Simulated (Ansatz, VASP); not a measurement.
## Two plane-wave programs on Hf

INCAR

```
PREC = Accurate
ENCUT = 500
EDIFF = 1E-6
ISMEAR = 0
SIGMA = 0.1
LREAL = F
LASPH = T
NELM = 120
ALGO = Normal
ISIF = 2
LWAVE = F
LCHARG = F
NBANDS = 11
GGA_COMPAT = F
```

The input KPOINTS:

```
regular mesh
0
Gamma
  8 8 8
```

File POSCAR:

```
Hf
1.0
    0.0000000000      2.2200000000      2.2200000000
    2.2200000000      0.0000000000      2.2200000000
    2.2200000000      2.2200000000      0.0000000000
Hf
1
Direct
    0.0000000000      0.0000000000      0.0000000000
```

Input for Ansatz:

```yaml
crystal:
  lattice:
    - [0.0, 2.22, 2.22]
    - [2.22, 0.0, 2.22]
    - [2.22, 2.22, 0.0]
  atoms:
    - { symbol: Hf, position: [0.0, 0.0, 0.0] }
basis:
  ecutwfc: 420
kpoints:
  mp_grid: { grid: [8, 8, 8] }
hamiltonian:
  xc: lda
scf:
  occupations: { method: gaussian, width: 0.1 }
output:
  forces: true
  stress: true
  eigenvalues: true
```

Alike in both runs: task single point; functional LDA; k mesh 8 × 8 × 8; occupations gaussian, width 0.1 eV; no spin polarisation.

```csv
,VASP,Ansatz
version,VASP 6.6.1,Ansatz 0.2.0
potentials or method,"VASP PAW LDA potentials, release 64 (Hf_pv), cutoff 500 eV","scalar-relativistic, plane waves, PAW"
valence electrons in the cell,10,26
```

```tsv
	VASP	Ansatz	Ansatz less VASP
gap on the k mesh at the Fermi level (eV)	none	none	-
pressure (GPa)	-6.0	-5.9	+0.09
```

LDA's correlation is that of Perdew and Zunger in VASP and of Perdew and Wang (1992) in Ansatz. A gap of «none» marks a metal or a gap that the smearing closes. VASP's potentials hold 10 valence electrons a cell and Ansatz's 26, so a difference there can come from the potentials and not from the codes.

Spin-orbit coupling is off throughout.
